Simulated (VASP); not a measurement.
# Ge2SbO3 (P6/mmm) in VASP: notebook

Runs on Ge2SbO3. Level: PBE. Tasks: single point.

Everything below comes from runs of VASP 6.6.1. Logs are shortened: lines on timing, memory, paths and dates and some standing lists are left out, and cuts for length are marked.

## Step 1: The cell of the first run

Symmetry: P6/mmm, No. 191, hexagonal system. The conventional cell has a = 5.702 Å, b = 5.702 Å, c = 2.966 Å, α = 90.00°, β = 90.00°, γ = 120.00°. Ge (site symmetry -6m2) has 6 O at 2.22 Å and 2 Ge at 2.97 Å within 3.0 Å. Sb (site symmetry 6/mmm) has 2 Sb at 2.97 Å and 12 O at 3.21 Å and 6 Ge at 3.29 Å within 3.9 Å. Within 3.0 Å of O (site symmetry mmm) lie 4 Ge at 2.22 Å and 6 O at 2.85 to 2.97 Å.

The cell was generated, and may not be a known phase.

## Step 2: Single point, PBE

INCAR

```
SYSTEM = Ge2SbO3
PREC = Accurate
ENCUT = 520
EDIFF = 1E-7
ISMEAR = 0
SIGMA = 0.1
LREAL = .False.
LASPH = .True.
NELM = 80
ALGO = Normal
ISIF = 2
LWAVE = .False.
LCHARG = .False.
GGA = PE
NBANDS = 34
```

KPOINTS

```
Automatic mesh
0
Gamma
  6 6 4
  0 0 0
```

POSCAR

```
Ge2SbO3
1.0
    5.7024993114      0.0000000000      0.0000000000
   -2.8512496557      4.9385092687      0.0000000000
    0.0000000000      0.0000000000      2.9660067913
Ge Sb O
2 1 3
Direct
    0.3333333333      0.6666666667      0.0000000000
    0.6666666667      0.3333333333      0.0000000000
    0.0000000000      0.0000000000      0.0000000000
    0.5000000000      0.0000000000      0.5000000000
    0.0000000000      0.5000000000      0.5000000000
    0.5000000000      0.5000000000      0.5000000000
```

Potentials or basis: VASP PAW PBE potentials, release 64 (Ge_d, Sb, O).

Started as:

```console
cat potpaw_PBE.64/Ge_d/POTCAR potpaw_PBE.64/Sb/POTCAR potpaw_PBE.64/O/POTCAR > POTCAR
mpirun -np 1 vasp_std > vasp.out
```

OUTCAR:

```text
SYSTEM = Ge2SbO3
   PREC = Accurate
   ENCUT = 520
   EDIFF = 1E-7
   ISMEAR = 0
   LREAL = .False.
   LASPH = .True.
   NELM = 80
   ISIF = 2
   GGA = PE

 ion  position               nearest neighbor table
   1  0.333  0.667  0.000-   4 2.22   4 2.22   5 2.22   5 2.22   6 2.22   6 2.22   3 3.29   3 3.29
                             3 3.29
   2  0.667  0.333  0.000-   4 2.22   4 2.22   5 2.22   5 2.22   6 2.22   6 2.22   3 3.29   3 3.29
                             3 3.29
   3  0.000  0.000  0.000-   1 3.29   2 3.29   1 3.29   2 3.29   2 3.29   1 3.29
   4  0.500  0.000  0.500-   1 2.22   2 2.22   1 2.22   2 2.22
   5  0.000  0.500  0.500-   1 2.22   2 2.22   1 2.22   2 2.22
   6  0.500  0.500  0.500-   1 2.22   2 2.22   1 2.22   2 2.22

  LATTYP: Found a hexagonal cell.
 ALAT       =     5.7024993114
 C/A-ratio  =     0.5201240069

  Lattice vectors:

 A1 = (   5.7024993114,   0.0000000000,   0.0000000000)
 A2 = (  -2.8512496557,   4.9385092687,   0.0000000000)
 A3 = (   0.0000000000,   0.0000000000,   2.9660067913)

Analysis of symmetry for initial positions (statically):
=====================================================================
 Subroutine PRICEL returns:
 Original cell was already a primitive cell.

 Routine SETGRP: Setting up the symmetry group for a
 hexagonal supercell.

 Subroutine GETGRP returns: Found 24 space group operations
 (whereof 24 operations were pure point group operations)
 out of a pool of 24 trial point group operations.

The static configuration has the point symmetry D_6h.

Analysis of symmetry for dynamics (positions and initial velocities):
=====================================================================
 Subroutine PRICEL returns:
 Original cell was already a primitive cell.

 Routine SETGRP: Setting up the symmetry group for a
 hexagonal supercell.

 Subroutine GETGRP returns: Found 24 space group operations
 (whereof 24 operations were pure point group operations)
 out of a pool of 24 trial point group operations.

The dynamic configuration has the point symmetry D_6h.

 Subroutine INISYM returns: Found 24 space group operations
 (whereof 24 operations are pure point group operations),
 and found     1 'primitive' translations

----------------------------------------------------------------------------------------

                                     Primitive cell
[... 95 lines left out ...]
   EDIFF  = 0.1E-06   stopping-criterion for ELM
   LREAL  =      F    real-space projection
   EDIFFG = 0.1E-05   stopping-criterion for IOM
   NSW    =      0    number of steps for IOM
   IBRION =     -1    ionic relax: 0-MD 1-quasi-New 2-CG
   NFREE  =      0    steps in history (QN), initial steepest desc. (CG)
   ISIF   =      2    stress and relaxation
   ISYM   =      2    0-nonsym 1-usesym 2-fastsym
   POTIM  = 0.5000    time-step for ionic-motion
   TEBEG  =    0.0;   TEEND  =   0.0 temperature during run
   PSTRESS=    0.0 pullay stress
   NELECT =      51.0000    total number of electrons
   NUPDOWN=      -1.0000    fix difference up-down
   EMIN   =  10.00;   EMAX   =-10.00  energy-range for DOS
   EFERMI =   0.00;   METHOD = LEGACY
   ISMEAR =     0;   SIGMA  =   0.10  broadening in eV -4-tet -1-fermi 0-gaus
   EFERMI_NEDOS =   21; number of points for ismear=-14 and -15
   IALGO  =     38    algorithm
   IMIX   =      4    mixing-type and parameters
     AMIX     =   0.40;   BMIX     =  1.00
     AMIX_MAG =   1.60;   BMIX_MAG =  1.00
  volume/ion in A,a.u.               =      13.92        93.95
  Fermi-wavevector in a.u.,A,eV,Ry     =   1.388845  2.624537 26.244151  1.928891
  Thomas-Fermi vector in A             =   2.512932
   LORBIT       =      0    0 simple, 1 ext, 2 COOP (PROOUT), +10 PAW based schemes
   GGA     = PE    functional components
   LHFCALC =     F    Hartree Fock is set to
   AEXX    =    0.0000 exact exchange contribution
   IVDW    =     0    specifies the selected vdW correction
   LEPSILON=     F    determine dielectric tensor
   LRPA    =     F    only Hartree local field effects (RPA)
 non-spin polarized calculation
 Gauss-broadening in eV      SIGMA  =   0.10
  energy-cutoff  :      520.00
  volume of cell :       83.53
 maximum number of plane-waves:      2279
   NGX = 21   NGY = 21   NGZ = 11

 number of electron      51.0000009 magnetization

 Free energy of the ion-electron system (eV)
  ---------------------------------------------------
  ext. energy  EPLUGINS =         0.00000000
  ---------------------------------------------------
  free energy    TOTEN  =       -29.77866567 eV

  energy without entropy =      -29.75777678  energy(sigma->0) =      -29.76822122

 E-fermi :   6.8585     XC(G=0): -11.2360

 val. band max:        6.8279824946   @ k =   0.1667   0.0000   0.2500
 cond. band min:       6.8700428337   @ k =   0.5000  -0.0000   0.0000
 fundamental gap:      0.0420603391
 Fermi energy:         6.8585015522

 k-point     1 :       0.0000    0.0000    0.0000
  band No.  band energies     occupation
      1     -18.0077      2.00000
      2     -17.9920      2.00000
      3     -17.9724      2.00000
      4     -17.9724      2.00000
      5     -17.9412      2.00000
      6     -17.9412      2.00000
[... 766 lines left out ...]
     33      13.1467      0.00000
     34      13.1467      0.00000

------------------------ aborting loop because EDIFF is reached ----------------------------------------

  FORCE on cell =-STRESS in cart. coord.  units (eV):
  Direction    XX          YY          ZZ          XY          YZ          ZX
  --------------------------------------------------------------------------------------
  -------------------------------------------------------------------------------------
  Total        0.0279367      0.0279367     -0.0520146      0.0000000     -0.0000000     -0.0000000
  in kB        0.5358609      0.5358609     -0.9977069      0.0000000     -0.0000000     -0.0000000
  external PRESSURE =       0.0246717 kB  Pullay stress =       0.0000000 kB

 VOLUME and BASIS-vectors are now :
 -----------------------------------------------------------------------------
  energy-cutoff  :      520.00
  volume of cell :       83.53
      direct lattice vectors                 reciprocal lattice vectors
     5.702499311  0.000000000  0.000000000     0.175361705  0.101245127  0.000000000
    -2.851249656  4.938509269  0.000000000     0.000000000  0.202490255  0.000000000
     0.000000000  0.000000000  2.966006791     0.000000000  0.000000000  0.337153645

 POSITION                                       TOTAL-FORCE (eV/Angst)
 -----------------------------------------------------------------------------------
     -0.00000      3.29234      0.00000        -0.000000     -0.000000     -0.000000
      2.85125      1.64617      0.00000         0.000000     -0.000000      0.000000
      0.00000      0.00000      0.00000         0.000000      0.000000      0.000000
      2.85125      0.00000      1.48300         0.000000      0.000000      0.000000
     -1.42562      2.46925      1.48300         0.000000      0.000000      0.000000
      1.42562      2.46925      1.48300         0.000000      0.000000      0.000000
 -----------------------------------------------------------------------------------
    total drift:                               -0.000000      0.000000      0.000000

  FREE ENERGIE OF THE ION-ELECTRON SYSTEM (eV)
  ---------------------------------------------------
  free  energy   TOTEN  =       -29.7786656705 eV

  energy  without entropy=      -29.7577767760  energy(sigma->0) =      -29.76822122
```

OSZICAR:

```text
N       E                     dE             d eps       ncg     rms          rms(c)
DAV:   1     0.543881323877E+03    0.54388E+03   -0.23300E+04  1788   0.332E+03
DAV:   2     0.646016333782E+02   -0.47928E+03   -0.45552E+03  1516   0.815E+02
DAV:   3    -0.294189812889E+02   -0.94021E+02   -0.90734E+02  1726   0.200E+02
DAV:   4    -0.353005539718E+02   -0.58816E+01   -0.58295E+01  1614   0.584E+01
DAV:   5    -0.354555210615E+02   -0.15497E+00   -0.15452E+00  1834   0.101E+01    0.141E+01
DAV:   6    -0.313475849519E+02    0.41079E+01   -0.38972E+01  2140   0.418E+01    0.104E+01
DAV:   7    -0.299067985527E+02    0.14408E+01   -0.10703E+01  1682   0.122E+01    0.246E+00
DAV:   8    -0.298268632855E+02    0.79935E-01   -0.64540E-01  1552   0.384E+00    0.148E+00
DAV:   9    -0.297941685840E+02    0.32695E-01   -0.28104E-01  1610   0.207E+00    0.916E-01
DAV:  10    -0.297787092261E+02    0.15459E-01   -0.84548E-02  1670   0.110E+00    0.234E-01
DAV:  11    -0.297789760757E+02   -0.26685E-03   -0.48663E-03  1838   0.395E-01    0.162E-01
DAV:  12    -0.297787165506E+02    0.25953E-03   -0.22698E-03  1956   0.247E-01    0.367E-02
DAV:  13    -0.297786644610E+02    0.52090E-04   -0.39396E-04  1576   0.727E-02    0.101E-02
DAV:  14    -0.297786659636E+02   -0.15026E-05   -0.12621E-05  1712   0.202E-02    0.736E-03
DAV:  15    -0.297786657406E+02    0.22307E-06   -0.16617E-06  1412   0.735E-03    0.102E-03
DAV:  16    -0.297786656705E+02    0.70080E-07   -0.13966E-07  1162   0.196E-03
   1 F= -.29778666E+02 E0= -.29768221E+02  d E =-.208889E-01
```

Wall time 48 s (1 thread of Oxide Virtual Turin-like, shared host); peak memory 0.19 GiB.

What came out:

```yaml
Free_energy: -29.7787 eV
Pressure: 0.0 GPa
Band_gap_on_the_k_mesh: zero (an odd number of electrons rules out a gap without spin polarisation)
```

Stress tensor (GPa, compression positive):
```
 0.05  0.00  0.00
 0.00  0.05  0.00
 0.00  0.00 -0.10
```

Levels at points of the mesh, in eV from the Fermi level:
```
           k point  band 22  band 23  band 24  band 25  band 26  band 27  band 28  band 29
(0.00, 0.00, 0.00)    -2.70    -2.70    -2.22     0.65     0.65     1.65     1.65     2.14
(0.50, 0.00, 0.00)    -2.80    -2.71    -2.53    -0.12     0.01     0.02     4.15     4.67
(0.00, 0.00, 0.50)    -4.09    -2.36    -2.36    -1.87    -1.17    -1.17     2.28     2.45
(0.50, 0.00, 0.50)    -3.08    -2.17    -2.13    -1.96    -0.24     0.04     1.25     3.28
```

Caveat: the k points lie up to 0.53 Å⁻¹ apart, too coarse for converged energies and pressures of a metal; spin-orbit coupling is left out, which moves the levels of the heavy elements; an odd number of electrons without spin polarisation forces a metal; a magnetic or distorted state may lie lower.

(Part 1 of 2 ends here.)

The gap in the log of VASP goes by the Fermi energy; the results here count the filled bands.